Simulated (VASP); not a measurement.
Runs of VASP 6.6.1 on PtS2. The structure is that of space group P-3m1 (No. 164), or close to it. The cells are those of the table. 

```csv
cell,gap on the mesh (eV),pressure (GPa),largest force (eV/Å)
"a = 3.543, b = 3.543, c = 4.787 Å, angles 90.0, 90.0, 120.0°, 3 atoms",0.30,-0.1,0.07
"a = 3.366, b = 3.366, c = 4.787 Å, angles 90.0, 90.0, 120.0°, 3 atoms",0.55,(d),1.64
"a = 3.720, b = 3.720, c = 5.039 Å, angles 90.0, 90.0, 120.0°, 3 atoms",0.16,-16.6,1.45
"a = 3.366, b = 3.366, c = 5.291 Å, angles 90.0, 90.0, 120.0°, 3 atoms",(a),6.2,0.26
"a = 3.366, b = 3.366, c = 5.039 Å, angles 90.0, 90.0, 120.0°, 3 atoms",0.61,14.3,0.64
"a = 3.366, b = 3.366, c = 4.913 Å, angles 90.0, 90.0, 120.0°, 3 atoms",(b),18.9,1.13
"a = 3.366, b = 3.366, c = 5.165 Å, angles 90.0, 90.0, 120.0°, 3 atoms",0.64,10.1,(c)
```

Alike in all rows: task single point; level LDA; potentials or basis VASP PAW LDA potentials, release 64 (Pt, S); no spin polarisation; k mesh 12 × 12 × 8; cutoff (eV) 520; smearing gaussian 0.05 eV.

Estimate the missing entries.

(a) 0.67; (b) 0.58; (c) 0.18; (d) 24.0.

Caveats: spin-orbit coupling is left out, which moves the levels of the heavy elements; forces of over 1 eV/Å act on the atoms, so gaps and moduli don't describe the material at rest (some runs).

A k mesh can miss the band edges, and the runs leave out spin-orbit coupling on Pt.
